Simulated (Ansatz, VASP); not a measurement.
# One calculation of Mg2SO, two programs

```
Mg S O
1.0
     1.68318    0.97179    5.54638
    -1.68318    0.97179    5.54638
     0.00000   -1.94357    5.54638
Mg S O
2 1 1
Direct
  0.23853 0.23853 0.23853
  0.76147 0.76147 0.76147
  0.00000 0.00000 0.00000
  0.50000 0.50000 0.50000
```

Alike in both runs: functional PBE; k mesh 9 × 9 × 9; no spin polarisation.

Ansatz relaxed the structure, and its values are those at the end. VASP's run is a single point on that final structure, the one shown.

|  | VASP | Ansatz |
| --- | --- | --- |
| version | VASP 6.6.1 | Ansatz 0.2.0 |
| potentials or method | VASP PAW PBE potentials, release 64 (Mg, S, O), cutoff 520 eV | scalar-relativistic, plane waves, PAW |
| occupations | gaussian, width 0.01 eV | fixed |
| valence electrons in the cell | 16 | 32 |

VASP gave:

```
gap on the k mesh at the Fermi level (eV) : 0.92
least direct gap on the mesh (eV)         : 0.92
pressure (GPa)                            : -0.4
```

Q: What did Ansatz give for the same quantities?

A: gap on the k mesh at the Fermi level (eV): 0.95; least direct gap on the mesh (eV): 0.95; pressure (GPa): 0.0.

VASP's potentials hold 16 valence electrons a cell and Ansatz's 32, so a difference there can come from the potentials and not from the codes.
